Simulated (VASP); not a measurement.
## C: single point with PBE

Crystal: C.

```xyz
8
Lattice="-2.4709 2.4709 2.0960 2.4709 -2.4709 2.0960 2.4709 2.4709 -2.0960" Properties=species:S:1:pos:R:3 pbc="T T T"
C    -0.7399    1.7310    0.7775
C     0.7399    3.2108    0.7775
C     3.2108   -0.7399    0.7775
C     1.7310    0.7399    0.7775
C     0.7399    1.7310    1.3185
C    -0.7399    3.2108    1.3185
C     1.7310   -0.7399    1.3185
C     3.2108    0.7399    1.3185
```

```
Program             : VASP 6.6.1
Task                : single point
Functional          : PBE
Potentials or basis : VASP PAW PBE potentials, release 64 (C)
Cutoff              : 520 eV
k mesh              : 6 × 6 × 6
Occupations         : gaussian, width 0.1 eV
Spin                : no spin polarisation
```

| Property | Result |
| --- | --- |
| Pressure | 0.5 GPa |
| Largest force | 0.013 eV/Å |
| Band gap on the k mesh | 3.06 eV, indirect (least direct gap 3.43 eV) |

Forces on the atoms (eV/Å):
```
C   -0.008 -0.008  0.007
C    0.008  0.008  0.007
C    0.008 -0.008  0.007
C   -0.008  0.008  0.007
C    0.008 -0.008 -0.007
C   -0.008  0.008 -0.007
C   -0.008 -0.008 -0.007
C    0.008  0.008 -0.007
```

Stress tensor (GPa, compression positive):
```
0.40 0.00 0.00
0.00 0.40 0.00
0.00 0.00 0.65
```

Levels at points of the mesh, in eV from the valence-band top:
```tsv
k point	band 13	band 14	band 15	band 16	band 17	band 18	band 19	band 20
(0.00, 0.00, 0.00)	-3.58	-0.73	-0.28	-0.28	3.15	3.83	3.83	5.60
(0.50, 0.00, 0.00)	-4.80	-4.80	-3.30	-3.30	5.81	5.81	6.80	6.80
(0.50, 0.50, 0.00)	-4.32	-3.47	-2.85	-1.71	3.47	5.34	6.87	7.07
(0.50, 0.50, 0.50)	-4.51	-3.37	-3.37	0.00	4.22	4.75	7.56	7.82
```

Wall time 24 s on 1 thread of Intel(R) Xeon(R) Platinum 8559C (Emerald Rapids), with other jobs on the host, peak memory 0.16 GiB.

A k mesh can miss the band edges. PBE gaps usually lie below the measured ones, often by a third to a half.
